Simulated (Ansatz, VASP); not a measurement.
**Na2ZnIn: VASP beside Ansatz**

```
In Zn Na
1.0
     4.80457    3.87817    0.00000
     4.80457   -3.87817    0.00000
     0.00000    0.00000   -5.74967
In Zn Na
2 2 4
Direct
  0.76858 0.23142 0.75000
  0.23142 0.76858 0.25000
  0.50000 0.50000 0.00000
  0.50000 0.50000 0.50000
  0.31534 0.03424 0.75000
  0.68466 0.96576 0.25000
  0.03424 0.31534 0.25000
  0.96576 0.68466 0.75000
```

Alike in both runs: task single point; functional PBE; k mesh 6 × 6 × 6; no spin polarisation.

|  | VASP | Ansatz |
| --- | --- | --- |
| version | VASP 6.6.1 | Ansatz 0.2.0 |
| potentials or method | VASP PAW PBE potentials, release 64 (In_d, Zn, Na_pv), cutoff 520 eV | PAW plane waves |
| occupations | fermi-dirac, width 0.1 eV | fermi-dirac |
| valence electrons in the cell | 78 | 86 |

|  | VASP | Ansatz | Ansatz less VASP |
| --- | --- | --- | --- |
| pressure (GPa) | 1.7 | 1.7 | -0.03 |
| traceless stress, the component that is largest in VASP (GPa) | 1.65 | 1.63 | -0.018 |
| rms of the force components (eV/Å) | 0.400 | 0.395 | -0.0051 |

Atom by atom the forces differ by 0.005 eV/Å (rms over components). VASP's potentials hold 78 valence electrons a cell and Ansatz's 86, so a difference there can come from the potentials and not from the codes.
